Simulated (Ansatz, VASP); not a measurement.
One calculation of CuAu, two programs

INCAR

```
PREC = Accurate ; ENCUT = 520
EDIFF = 1E-6 ; ISMEAR = 0
SIGMA = 0.15 ; LREAL = F
LASPH = T ; NELM = 100
ALGO = Fast ; ISIF = 2
LWAVE = F ; LCHARG = F
GGA = PE ; NBANDS = 18
```

The input KPOINTS:

```
regular mesh
0
Gamma
  18 18 14
```

Contents of POSCAR:

```
CuAu
1.0
    2.9400000000      0.0000000000      0.0000000000
    0.0000000000      2.9400000000      0.0000000000
    0.0000000000      0.0000000000      3.4865000000
Cu Au
1 1
Direct
    0.5000000000      0.5000000000      0.5000000000
    0.0000000000      0.0000000000      0.0000000000
```

Input for Ansatz:

```yaml
crystal:
  lattice:
    - [2.94, 0.0, 0.0]
    - [0.0, 2.94, 0.0]
    - [0.0, 0.0, 3.4865]
  atoms:
    - { symbol: Cu, position: [0.5, 0.5, 0.5] }
    - { symbol: Au, position: [0.0, 0.0, 0.0] }
basis:
  ecutwfc: 420
kpoints:
  mp_grid: { grid: [18, 18, 14] }
hamiltonian:
  xc: pbe
scf:
  occupations: { method: gaussian, width: 0.15 }
output:
  forces: true
  stress: true
  eigenvalues: true
  write_density: true
  write_potential: true
  elf: true
  volumetric_format: npy
```

Change from the starting cell: strain +0.050 along x and y, -0.050 along z, atoms carried along.

Alike in both runs: task single point; functional PBE; k mesh 18 × 18 × 14; occupations gaussian, width 0.15 eV; no spin polarisation.

|  | VASP | Ansatz |
| --- | --- | --- |
| version | VASP 6.6.1 | Ansatz 0.2.0 |
| potentials or method | VASP PAW PBE potentials, release 64 (Cu, Au), cutoff 520 eV | scalar-relativistic, plane waves, PAW |
| valence electrons in the cell | 22 | 38 |

Ansatz gave:

```
gap on the k mesh at the Fermi level (eV)                     : none
pressure (GPa)                                                : -0.6
traceless stress, the component that is largest in VASP (GPa) : 0.45
```

Task: What did VASP give for the same quantities?

Result: gap on the k mesh at the Fermi level (eV): none; pressure (GPa): -0.6; traceless stress, the component that is largest in VASP (GPa): 0.48.

A gap of «none» marks a metal or a gap that the smearing closes. VASP's potentials hold 22 valence electrons a cell and Ansatz's 38, so a difference there can come from the potentials and not from the codes.

Spin-orbit coupling is off throughout.
